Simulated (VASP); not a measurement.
# Sn (Fd-3m) in VASP: further runs

Sn is run at these levels: r2SCAN; tasks: single point.

Everything below comes from runs of VASP 6.6.1. Logs are shortened: lines on timing, memory, paths and dates and some standing lists are left out, and cuts for length are marked.

## 1. The cell of the first run

The structure is cubic, space group Fd-3m (No. 227). The conventional cell has a = 6.503 Å, b = 6.503 Å, c = 6.503 Å, α = 90.00°, β = 90.00°, γ = 90.00°. Within 3.7 Å of Sn (site symmetry -43m) lie 4 Sn at 2.82 Å.

## 2. Single point, r2SCAN (volume changed by -3%)

Input file POSCAR:

```
Sn
1.0
    0.0000000000      3.2513087987      3.2513087987
    3.2513087987      0.0000000000      3.2513087987
    3.2513087987      3.2513087987      0.0000000000
Sn
2
Direct
    0.0000000000      0.0000000000      0.0000000000
    0.2500000000      0.2500000000      0.2500000000
```

Input file INCAR.step1:

```
SYSTEM = Sn
ALGO = Normal
EDIFF = 1E-4
ENCUT = 520
GGA = PE
ISMEAR = -1
LASPH = .True.
LCHARG = .False.
LREAL = .False.
LWAVE = .True.
NBANDS = 21
NELM = 60
PREC = Accurate
SIGMA = 0.02
```

Input file INCAR.step2:

```
SYSTEM = Sn
ALGO = Normal
EDIFF = 1E-6
ENCUT = 520
ISIF = 2
ISMEAR = -1
ISTART = 1
LASPH = .True.
LCHARG = .False.
LMIXTAU = .True.
LREAL = .False.
LWAVE = .False.
METAGGA = R2SCAN
NBANDS = 21
NELM = 60
PREC = Accurate
SIGMA = 0.02
```

Input file KPOINTS:

```
k-points
0
Gamma
  6 6 6
  0 0 0
```

Potentials or basis: VASP PAW PBE potentials, release 64 (Sn_d).

Launch:

```sh
> cat potpaw_PBE.64/Sn_d/POTCAR > POTCAR
> cp INCAR.step1 INCAR
> mpirun -np 1 vasp_std > vasp.out
> cp INCAR.step2 INCAR
> mpirun -np 1 vasp_std > vasp.out
```

OUTCAR:

```text
SYSTEM = Sn
   EDIFF = 1E-6
   ENCUT = 520
   ISIF = 2
   ISMEAR = -1
   ISTART = 1
   LASPH = .True.
   LREAL = .False.
   METAGGA = R2SCAN
   NELM = 60
   PREC = Accurate

 ion  position               nearest neighbor table
   1  0.000  0.000  0.000-   2 2.82   2 2.82   2 2.82   2 2.82
   2  0.250  0.250  0.250-   1 2.82   1 2.82   1 2.82   1 2.82

  LATTYP: Found a face centered cubic cell.
 ALAT       =     6.5026175974

  Lattice vectors:

 A1 = (   0.0000000000,   3.2513087987,   3.2513087987)
 A2 = (   3.2513087987,   0.0000000000,   3.2513087987)
 A3 = (   3.2513087987,   3.2513087987,   0.0000000000)

Analysis of symmetry for initial positions (statically):
=====================================================================
 Subroutine PRICEL returns:
 Original cell was already a primitive cell.

 Routine SETGRP: Setting up the symmetry group for a
 face centered cubic supercell.

 Subroutine GETGRP returns: Found 48 space group operations
 (whereof 24 operations were pure point group operations)
 out of a pool of 48 trial point group operations.

The static configuration has the point symmetry T_d .
 The point group associated with its full space group is O_h .

Analysis of symmetry for dynamics (positions and initial velocities):
=====================================================================
 Subroutine PRICEL returns:
 Original cell was already a primitive cell.

 Routine SETGRP: Setting up the symmetry group for a
 face centered cubic supercell.

 Subroutine GETGRP returns: Found 48 space group operations
 (whereof 24 operations were pure point group operations)
 out of a pool of 48 trial point group operations.

The dynamic configuration has the point symmetry T_d .
 The point group associated with its full space group is O_h .

 Subroutine INISYM returns: Found 48 space group operations
 (whereof 24 operations are pure point group operations),
 and found     1 'primitive' translations

----------------------------------------------------------------------------------------

                                     Primitive cell

  volume of cell :      68.7392

  direct lattice vectors                    reciprocal lattice vectors
     0.000000000  3.251308799  3.251308799    -0.153784224  0.153784224  0.153784224
     3.251308799  0.000000000  3.251308799     0.153784224 -0.153784224  0.153784224
     3.251308799  3.251308799  0.000000000     0.153784224  0.153784224 -0.153784224

  length of vectors
     4.598044999  4.598044999  4.598044999     0.266362089  0.266362089  0.266362089

  position of ions in fractional coordinates (direct lattice)
     0.000000000  0.000000000  0.000000000
     0.250000000  0.250000000  0.250000000

  ion indices of the primitive-cell ions
   primitive index   ion index
                 1           1
                 2           2

----------------------------------------------------------------------------------------

 KPOINTS: k-points

Automatic generation of k-mesh.
 Grid dimensions read from file:
 generate k-points for:    6    6    6

 Generating k-lattice:

  Cartesian coordinates                     Fractional coordinates (reciprocal lattice)
    -0.025630704  0.025630704  0.025630704     0.166666667  0.000000000  0.000000000
     0.025630704 -0.025630704  0.025630704     0.000000000  0.166666667  0.000000000
     0.025630704  0.025630704 -0.025630704     0.000000000  0.000000000  0.166666667

  Length of vectors
     0.044393682  0.044393682  0.044393682

  Shift w.r.t. Gamma in fractional coordinates (k-lattice)
     0.000000000  0.000000000  0.000000000

 Subroutine IBZKPT returns following result:
 ===========================================

 Found     16 irreducible k-points:

 Following reciprocal coordinates:
            Coordinates               Weight
  0.000000  0.000000  0.000000      1.000000
  0.166667  0.000000  0.000000      8.000000
  0.333333  0.000000  0.000000      8.000000
  0.500000  0.000000  0.000000      4.000000
  0.166667  0.166667  0.000000      6.000000
[... 48 lines left out ...]
      5     -16.8002      2.00000
      6     -16.4812      2.00000
[... 13 lines left out ...]
     20      13.7650      0.00000
     21      13.7650      0.00000

 k-point     2 :       0.1667    0.0000    0.0000
  band No.  band energies     occupation
      1     -16.8828      2.00000
      2     -16.8828      2.00000
      3     -16.8594      2.00000
      4     -16.7755      2.00000
      5     -16.7755      2.00000
      6     -16.5077      2.00000
[... 13 lines left out ...]
     20      12.7326      0.00000
     21      12.7326      0.00000

 k-point     3 :       0.3333    0.0000    0.0000
  band No.  band energies     occupation
      1     -16.8992      2.00000
      2     -16.8992      2.00000
      3     -16.8457      2.00000
      4     -16.7458      2.00000
      5     -16.7458      2.00000
      6     -16.5301      2.00000
[... 13 lines left out ...]
     20      13.1792      0.00000
     21      13.1792      0.00000

 k-point     4 :       0.5000    0.0000    0.0000
  band No.  band energies     occupation
      1     -16.9039      2.00000
      2     -16.9039      2.00000
      3     -16.8385      2.00000
      4     -16.7365      2.00000
      5     -16.7365      2.00000
      6     -16.5356      2.00000
[... 13 lines left out ...]
     20      14.7486      0.00000
     21      14.7487      0.00000

 k-point     5 :       0.1667    0.1667    0.0000
  band No.  band energies     occupation
      1     -16.8810      2.00000
      2     -16.8810      2.00000
      3     -16.8749      2.00000
      4     -16.7770      2.00000
      5     -16.7471      2.00000
      6     -16.5589      2.00000
[... 13 lines left out ...]
     20      12.5049      0.00000
     21      14.0918      0.00000
[... 190 lines left out ...]
     20      15.3244      0.00000
     21      16.3894      0.00000

 k-point    14 :       0.5000    0.3333    0.1667
  band No.  band energies     occupation
      1     -16.9262      2.00000
      2     -16.9202      2.00000
      3     -16.8035      2.00000
      4     -16.7151      2.00000
      5     -16.6660      2.00000
      6     -16.6399      2.00000
[... 13 lines left out ...]
     20      13.9558      0.00000
     21      15.7882      0.00000

 k-point    15 :      -0.3333    0.3333    0.1667
  band No.  band energies     occupation
      1     -16.9407      2.00000
      2     -16.9253      2.00000
      3     -16.7694      2.00000
      4     -16.6877      2.00000
      5     -16.6560      2.00000
      6     -16.6449      2.00000
[... 13 lines left out ...]
     20      15.3209      0.00000
     21      15.6768      0.00000

 k-point    16 :      -0.3333    0.5000    0.1667
  band No.  band energies     occupation
      1     -16.9342      2.00000
      2     -16.9342      2.00000
      3     -16.7361      2.00000
      4     -16.7361      2.00000
      5     -16.6341      2.00000
      6     -16.6341      2.00000
[... 13 lines left out ...]
     20      15.0072      0.00000
     21      16.2566      0.00000

------------------------ aborting loop because EDIFF is reached ----------------------------------------

  FORCE on cell =-STRESS in cart. coord.  units (eV):
  Direction    XX          YY          ZZ          XY          YZ          ZX
  --------------------------------------------------------------------------------------
  -------------------------------------------------------------------------------------
  Total        0.5822159      0.5822159      0.5822159      0.0000000     -0.0000000      0.0000000
  in kB       13.5703172     13.5703172     13.5703172      0.0000000     -0.0000000      0.0000000
  external PRESSURE =      13.5703172 kB  Pullay stress =       0.0000000 kB

 VOLUME and BASIS-vectors are now :
 -----------------------------------------------------------------------------
  energy-cutoff  :      520.00
  volume of cell :       68.74
      direct lattice vectors                 reciprocal lattice vectors
     0.000000000  3.251308799  3.251308799    -0.153784224  0.153784224  0.153784224
     3.251308799  0.000000000  3.251308799     0.153784224 -0.153784224  0.153784224
     3.251308799  3.251308799  0.000000000     0.153784224  0.153784224 -0.153784224

 POSITION                                       TOTAL-FORCE (eV/Angst)
 -----------------------------------------------------------------------------------
      0.00000      0.00000      0.00000         0.000000      0.000000      0.000000
      1.62565      1.62565      1.62565        -0.000000     -0.000000     -0.000000
 -----------------------------------------------------------------------------------
    total drift:                                0.000000      0.000000      0.000000

  FREE ENERGIE OF THE ION-ELECTRON SYSTEM (eV)
  ---------------------------------------------------
  free  energy   TOTEN  =       -49.4537386974 eV

  energy  without entropy=      -49.4533620443  energy(sigma->0) =      -49.45355037
```

Wall time 2.2 min (1 thread of AMD EPYC 7R43 (Zen 3), shared host); peak memory 0.17 GiB.

Results:

```
Free energy            : -49.4537 eV
Pressure               : 1.4 GPa
Band gap on the k mesh : zero (filled and empty bands touch)
```

Caveat: the cell differs from its parent crystal (volume changed by -3%); the PAW data sets were made with another functional, which shifts forces and pressure a little; spin-orbit coupling is left out, which moves the levels of the heavy elements.

## 3. Single point, r2SCAN

This run uses another cell than the first one, of 35.43 Å³/atom, 1.031 times its volume.

Input file POSCAR:

```
Sn
1.0
    0.0000000000      3.2844877107      3.2844877107
    3.2844877107      0.0000000000      3.2844877107
    3.2844877107      3.2844877107      0.0000000000
Sn
2
Direct
    0.0000000000      0.0000000000      0.0000000000
    0.2500000000      0.2500000000      0.2500000000
```

Input file INCAR.step1:

```
ALGO     = Normal         # electronic algorithm
EDIFF    = 1E-4           # SCF threshold, eV
ENCUT    = 520            # plane-wave cutoff, eV
GGA      = PE             # functional
ISMEAR   = -1             # smearing method
LASPH    = True           # aspherical terms in the spheres
LCHARG   = False          # write CHGCAR
LREAL    = False          # projectors in reciprocal space
LWAVE    = True           # write WAVECAR
NBANDS   = 21             # bands
NELM     = 80             # most SCF steps
PREC     = Accurate       # precision mode
SIGMA    = 0.02           # smearing width, eV
```

Input file INCAR.step2:

```
ALGO     = Normal         # electronic algorithm
EDIFF    = 1E-7           # SCF threshold, eV
ENCUT    = 520            # plane-wave cutoff, eV
ISIF     = 2              # what is computed and relaxed
ISMEAR   = -1             # smearing method
ISTART   = 1            
LASPH    = True           # aspherical terms in the spheres
LCHARG   = False          # write CHGCAR
LMIXTAU  = True         
LREAL    = False          # projectors in reciprocal space
LWAVE    = False          # write WAVECAR
METAGGA  = R2SCAN         # meta-GGA
NBANDS   = 21             # bands
NELM     = 80             # most SCF steps
PREC     = Accurate       # precision mode
SIGMA    = 0.02           # smearing width, eV
```

Input file KPOINTS:

```
k-points
0
Gamma
  6 6 6
```

Potentials or basis: VASP PAW PBE potentials, release 64 (Sn_d).

Launch:

```sh
> cat potpaw_PBE.64/Sn_d/POTCAR > POTCAR
> cp INCAR.step1 INCAR
> mpirun -np 1 vasp_std > vasp.out
> cp INCAR.step2 INCAR
> mpirun -np 1 vasp_std > vasp.out
```

It took 2.4 min on 1 thread of AMD EPYC 7R43 (Zen 3), shared host; peak memory 0.17 GiB.

Results (log left out):

```yaml
Free_energy: -49.4632 eV
Pressure: 0.0 GPa
Band_gap_on_the_k_mesh: zero (filled and empty bands touch)
```

Levels at points of the mesh, in eV from the Fermi level:
| k point | band 12 | band 13 | band 14 | band 15 | band 16 | band 17 |
| --- | --- | --- | --- | --- | --- | --- |
| (0.00, 0.00, 0.00) | -0.63 | -0.01 | -0.01 | -0.01 | 2.21 | 2.21 |
| (0.50, 0.00, 0.00) | -6.46 | -1.22 | -1.22 | 0.05 | 3.34 | 3.34 |
| (0.50, 0.50, 0.00) | -7.74 | -2.57 | -2.57 | 0.94 | 0.94 | 7.91 |

Caveat: the PAW data sets were made with another functional, which shifts forces and pressure a little; spin-orbit coupling is left out, which moves the levels of the heavy elements.

## 4. Single point, r2SCAN

This run uses another cell than the first one, of 35.43 Å³/atom, 1.031 times its volume.

POSCAR is that of step 3.

Input file INCAR.step1:

```
SYSTEM = Sn
PREC = Accurate
ENCUT = 520
ISMEAR = -1
SIGMA = 0.02
LREAL = .FALSE.
LASPH = .TRUE.
NELM = 100
NBANDS = 21
GGA = PE
ALGO = Normal
EDIFF = 1E-4
LWAVE = .TRUE.
LCHARG = .FALSE.
```

Input file INCAR.step2:

```
SYSTEM = Sn
PREC = Accurate
ENCUT = 520
EDIFF = 1E-6
ISMEAR = -1
SIGMA = 0.02
LREAL = .FALSE.
LASPH = .TRUE.
NELM = 100
ALGO = Normal
ISIF = 2
LWAVE = .FALSE.
LCHARG = .FALSE.
METAGGA = R2SCAN
LMIXTAU = .TRUE.
NBANDS = 21
ISTART = 1
```

Input file KPOINTS:

```
regular mesh
0
G
  6 6 6
  0 0 0
```

Launch:

```sh
> cat potpaw_PBE.64/Sn_d/POTCAR > POTCAR
> cp INCAR.step1 INCAR
> mpirun -np 1 vasp_std > vasp.out
> cp INCAR.step2 INCAR
> mpirun -np 1 vasp_std > vasp.out
```

Run time: 1.7 min. Hardware: 1 thread of AMD EPYC 7R43 (Zen 3), shared host; peak memory 0.18 GiB.

It converged, with:

| Quantity | Value |
| --- | --- |
| Free energy | -49.4632 eV |
| Pressure | -0.1 GPa |
| Band gap on the k mesh | zero (filled and empty bands touch) |

Levels at points of the mesh, in eV from the Fermi level:
| k point | band 10 | band 11 | band 12 | band 13 | band 14 | band 15 | band 16 | band 17 | band 18 | band 19 |
| --- | --- | --- | --- | --- | --- | --- | --- | --- | --- | --- |
| (0.00, 0.00, 0.00) | -21.97 | -10.89 | -0.64 | -0.01 | -0.01 | -0.01 | 2.21 | 2.21 | 2.21 | 5.35 |
| (0.50, 0.00, 0.00) | -21.93 | -9.25 | -6.46 | -1.22 | -1.22 | 0.05 | 3.34 | 3.34 | 5.95 | 8.74 |
| (0.50, 0.50, 0.00) | -21.91 | -7.74 | -7.74 | -2.57 | -2.57 | 0.94 | 0.94 | 7.91 | 7.91 | 9.55 |

Caveat: the PAW data sets were made with another functional, which shifts forces and pressure a little; spin-orbit coupling is left out, which moves the levels of the heavy elements.

## 5. Single point, r2SCAN (volume changed by +3%)

Input file POSCAR:

```
Sn
1.0
    0.0000000000      3.3170095060      3.3170095060
    3.3170095060      0.0000000000      3.3170095060
    3.3170095060      3.3170095060      0.0000000000
Sn
2
Direct
    0.0000000000      0.0000000000      0.0000000000
    0.2500000000      0.2500000000      0.2500000000
```

Input file INCAR.step1:

```
PREC = Accurate
ENCUT = 520
ISMEAR = -1
SIGMA = 0.02
LREAL = False
LASPH = True
NELM = 100
NBANDS = 21
GGA = PE
ALGO = Normal
EDIFF = 1E-4
LWAVE = True
LCHARG = False
```

Input file INCAR.step2:

```
PREC = Accurate
ENCUT = 520
EDIFF = 1E-6
ISMEAR = -1
SIGMA = 0.02
LREAL = False
LASPH = True
NELM = 100
ALGO = Normal
ISIF = 2
LWAVE = False
LCHARG = False
METAGGA = R2SCAN
LMIXTAU = True
NBANDS = 21
ISTART = 1
```

Input file KPOINTS:

```
Automatic mesh
0
Gamma
  6 6 6
```

Launch:

```sh
> cat potpaw_PBE.64/Sn_d/POTCAR > POTCAR
> cp INCAR.step1 INCAR
> mpirun -np 1 vasp_std > vasp.out
> cp INCAR.step2 INCAR
> mpirun -np 1 vasp_std > vasp.out
```

It took 1.9 min on 1 thread of AMD EPYC 7R43 (Zen 3), shared host; peak memory 0.18 GiB.

It converged, with:

```
Free energy            : -49.4557 eV
Pressure               : -1.2 GPa
Band gap on the k mesh : zero (filled and empty bands overlap)
```

Levels at points of the mesh, in eV from the Fermi level:
```
           k point  band 11  band 12  band 13  band 14  band 15  band 16  band 17  band 18
(0.00, 0.00, 0.00)   -10.67    -0.82     0.02     0.02     0.02     2.23     2.23     2.23
(0.50, 0.00, 0.00)    -9.09    -6.33    -1.15    -1.15     0.02     3.35     3.35     5.98
(0.50, 0.50, 0.00)    -7.62    -7.62    -2.45    -2.45     1.00     1.00     7.74     7.74
```

Caveat: the cell differs from its parent crystal (volume changed by +3%); the PAW data sets were made with another functional, which shifts forces and pressure a little; spin-orbit coupling is left out, which moves the levels of the heavy elements.

## 6. Single point, r2SCAN (volume changed by +6%)

Input file POSCAR:

```
Sn
1.0
    0.0000000000      3.3489057849      3.3489057849
    3.3489057849      0.0000000000      3.3489057849
    3.3489057849      3.3489057849      0.0000000000
Sn
2
Direct
    0.0000000000      0.0000000000      0.0000000000
    0.2500000000      0.2500000000      0.2500000000
```

Input file INCAR.step1:

```
SYSTEM = Sn
  PREC = Accurate
  ENCUT = 520
  ISMEAR = -1
  SIGMA = 0.02
  LREAL = .False.
  LASPH = .True.
  NELM = 60
  NBANDS = 21
  GGA = PE
  ALGO = Normal
  EDIFF = 1E-4
  LWAVE = .True.
  LCHARG = .False.
```

Input file INCAR.step2:

```
SYSTEM = Sn
  PREC = Accurate
  ENCUT = 520
  EDIFF = 1E-6
  ISMEAR = -1
  SIGMA = 0.02
  LREAL = .False.
  LASPH = .True.
  NELM = 60
  ALGO = Normal
  ISIF = 2
  LWAVE = .False.
  LCHARG = .False.
  METAGGA = R2SCAN
  LMIXTAU = .True.
  NBANDS = 21
  ISTART = 1
```

Input file KPOINTS:

```
regular mesh
0
Gamma
  6 6 6
  0 0 0
```

Potentials or basis: VASP PAW PBE potentials, release 64 (Sn_d).

Launch:

```sh
> cat potpaw_PBE.64/Sn_d/POTCAR > POTCAR
> cp INCAR.step1 INCAR
> mpirun -np 1 vasp_std > vasp.out
> cp INCAR.step2 INCAR
> mpirun -np 1 vasp_std > vasp.out
```

Wall time 2.7 min (1 thread of AMD EPYC 7R43 (Zen 3), shared host); peak memory 0.18 GiB.

It converged, with:

- Free energy: -49.4342 eV
- Pressure: -2.2 GPa
- Band gap on the k mesh: zero (band 14 reaches 4.63 eV, above the bottom of band 15 at 4.56 eV)

Levels at points of the mesh, in eV from the Fermi level:
```
           k point  band 11  band 12  band 13  band 14  band 15  band 16  band 17  band 18
(0.00, 0.00, 0.00)   -10.45    -0.98     0.06     0.06     0.06     2.27     2.27     2.27
(0.50, 0.00, 0.00)    -8.92    -6.19    -1.07    -1.07     0.00     3.38     3.38     6.02
(0.50, 0.50, 0.00)    -7.49    -7.49    -2.31    -2.31     1.06     1.06     7.60     7.60
```

Caveat: the cell differs from its parent crystal (volume changed by +6%); the PAW data sets were made with another functional, which shifts forces and pressure a little; spin-orbit coupling is left out, which moves the levels of the heavy elements.

## 7. The runs side by side

| cell | gap on the mesh (eV) | pressure (GPa) |
| --- | --- | --- |
| a = 4.598 Å, angles 60.0°, 2 atoms | none | 1.4 |
| a = 4.645 Å, angles 60.0°, 2 atoms | none | -0.1 |
| a = 4.691 Å, angles 60.0°, 2 atoms | none | -1.2 |
| a = 4.736 Å, angles 60.0°, 2 atoms | none | -2.2 |

Alike in all rows: task single point; level r2SCAN; potentials or basis VASP PAW PBE potentials, release 64 (Sn_d); no spin polarisation; k mesh 6 × 6 × 6; cutoff (eV) 520; smearing fermi-dirac 0.02 eV.

Caveats: the PAW data sets were made with another functional, which shifts forces and pressure a little; spin-orbit coupling is left out, which moves the levels of the heavy elements.

Total energies depend on the potentials used, so only differences within one code and one set of settings carry meaning.
